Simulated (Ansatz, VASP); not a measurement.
**One calculation of CoO, two programs**

```xyz
2
Lattice="-1.5080 1.5080 2.1072 1.5080 -1.5080 2.1072 1.5080 1.5080 -2.1072" Properties=species:S:1:pos:R:3 pbc="T T T"
Co    0.0000    0.0000    0.0000
O     0.0000    0.0000    2.1072
```

Alike in both runs: task relaxation of cell and atoms; functional PBE; k mesh 4 × 4 × 4; occupations gaussian, width 0.1 eV; collinear spin.

```csv
,VASP,Ansatz
version,VASP 6.6.1,Ansatz 0.2.0
potentials or method,"VASP PAW PBE potentials, release 64 (Co, O), cutoff 600 eV","scalar-relativistic, plane waves, PAW"
valence electrons in the cell,15,23
```

```tsv
	VASP	Ansatz	Ansatz less VASP
gap on the k mesh at the Fermi level, each at its own relaxed structure (eV)	none	none	-
net moment per atom (μB)	1.19	1.19	0.000
size of the moment on the site where the two differ most (μB)	2.19	2.10	-0.086
relaxed volume (Å³/atom)	9.27	9.30	+0.027
relaxed length of the cell vector where the two differ most in proportion (Å)	2.971	2.974	+0.0030
```

Site moments also hang on the region over which each program counts them. A gap of «none» marks a metal or a gap that the smearing closes. VASP's potentials hold 15 valence electrons a cell and Ansatz's 23, so a difference there can come from the potentials and not from the codes.

The k mesh is coarse, so the values compare programs but aren't converged.
